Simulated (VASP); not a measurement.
Here is a VASP 6.6.1 calculation.

Contents of INCAR:

```
PREC     = Accurate       # precision mode
ENCUT    = 500            # plane-wave cutoff, eV
EDIFF    = 1E-6           # SCF threshold, eV
ISMEAR   = -1             # smearing method
SIGMA    = 0.05           # smearing width, eV
LREAL    = False          # projectors in reciprocal space
LASPH    = True           # aspherical terms in the spheres
NELM     = 120            # most SCF steps
ALGO     = Normal         # electronic algorithm
ISIF     = 2              # what is computed and relaxed
LWAVE    = False          # write WAVECAR
LCHARG   = False          # write CHGCAR
GGA      = PS             # functional
NBANDS   = 31             # bands
GGA_COMPAT= False
```

KPOINTS

```
Automatic mesh
0
Gamma
  6 6 6
```

The input POSCAR:

```
Si2Mo
1.0
    0.0001075700      3.9795442467      4.3645088928
    2.2854636391      0.0001448052      4.3644255853
    2.2855018077      3.9794802740      0.0001305662
Si Mo
4 2
Direct
    0.1021511219      0.4056241282      0.0743164254
    0.4303475200      0.0774287591      0.4025090405
    0.1803509034      0.8274227552      0.1524915206
    0.8521565953      0.1556201192      0.8242985680
    0.7662480253      0.7415267861      0.7384074190
    0.5162542643      0.4915215554      0.4884028056
```

Potentials or basis: VASP PAW PBE potentials, release 64 (Si, Mo_sv).

Run with:

```console
$ cat potpaw_PBE.64/Si/POTCAR potpaw_PBE.64/Mo_sv/POTCAR > POTCAR
$ mpirun -np 1 vasp_std > vasp.out
```

(1) What does it give for the pressure?

(2) Predict the band gap on the k mesh.

Results:

(1) 0.4 GPa.

(2) zero (bands 22 and 23 overlap by 0.37 eV).

Caveat: the PAW data sets were made with another functional, which shifts forces and pressure a little.
